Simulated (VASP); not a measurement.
# AlGa3N4: single point with PBEsol

AlGa3N4:

```
CELL_PARAMETERS angstrom
5.09948 0.00000 -0.00003
0.00000 3.13916 0.00000
-0.00371 0.00000 5.43313
ATOMIC_POSITIONS crystal
Al 0.00074 0.50000 0.66741
Ga 0.49909 0.50000 0.33499
Ga 0.49899 0.00000 0.83147
Ga 0.99980 0.00000 0.16614
N 0.11961 0.50000 0.34011
N 0.11762 0.00000 0.82637
N 0.62039 0.00000 0.16618
N 0.63136 0.50000 0.66733
```

| Quantity | Value |
| --- | --- |
| Program | VASP 6.6.1 |
| Task | single point |
| Functional | PBEsol |
| Potentials or basis | VASP PAW PBE potentials, release 64 (Al, Ga_d, N) |
| Cutoff | 520 eV |
| k mesh | 6 × 8 × 6 |
| Occupations | gaussian, width 0.02 eV |
| Spin | no spin polarisation |
| Dipole correction | no |
| Further INCAR settings | ALGO = Normal; EDIFF = 1e-07; NBANDS = 41 |

```yaml
Pressure: 4.9 GPa
Largest_force: 0.014 eV/Å
Band_gap_on_the_k_mesh: 2.55 eV
```

Forces in eV/Å, atoms in the order of the input:
```
Al   0.000  0.000  0.002
Ga   0.002  0.000 -0.001
Ga   0.002  0.000  0.002
Ga  -0.004  0.000  0.001
N    0.006  0.000 -0.013
N    0.008  0.000  0.009
N   -0.001  0.000  0.000
N   -0.014  0.000  0.000
```

Levels at points of the mesh, in eV from the valence-band top:
| k point | band 28 | band 29 | band 30 | band 31 | band 32 | band 33 | band 34 | band 35 |
| --- | --- | --- | --- | --- | --- | --- | --- | --- |
| (0.00, 0.00, 0.00) | -0.88 | -0.09 | -0.03 | 0.00 | 2.55 | 4.79 | 5.24 | 5.80 |
| (0.50, 0.00, 0.00) | -0.75 | -0.70 | -0.37 | -0.36 | 4.48 | 4.59 | 4.74 | 5.15 |
| (0.00, 0.50, 0.00) | -2.16 | -2.12 | -1.89 | -1.86 | 5.57 | 5.60 | 7.08 | 7.22 |
| (0.50, 0.50, 0.00) | -1.75 | -1.52 | -1.48 | -1.47 | 5.81 | 5.98 | 6.07 | 6.33 |
| (0.00, 0.00, 0.50) | -0.81 | -0.63 | -0.60 | -0.34 | 4.73 | 4.88 | 6.27 | 6.56 |
| (0.50, 0.00, 0.50) | -1.62 | -1.21 | -1.18 | -1.13 | 5.42 | 5.49 | 5.58 | 5.91 |
| (0.00, 0.50, 0.50) | -2.30 | -2.22 | -1.01 | -0.89 | 4.90 | 5.22 | 5.68 | 5.85 |
| (0.50, 0.50, 0.50) | -1.82 | -1.79 | -1.70 | -1.68 | 4.39 | 4.47 | 4.56 | 4.94 |

Wall time 4.1 min on 1 thread of Intel(R) Xeon(R) Platinum 8488C (Sapphire Rapids) (shared host), peak memory 0.39 GiB.

Caveat: the cell stands under pressure; the PAW data sets were made with another functional, which shifts forces and pressure a little.
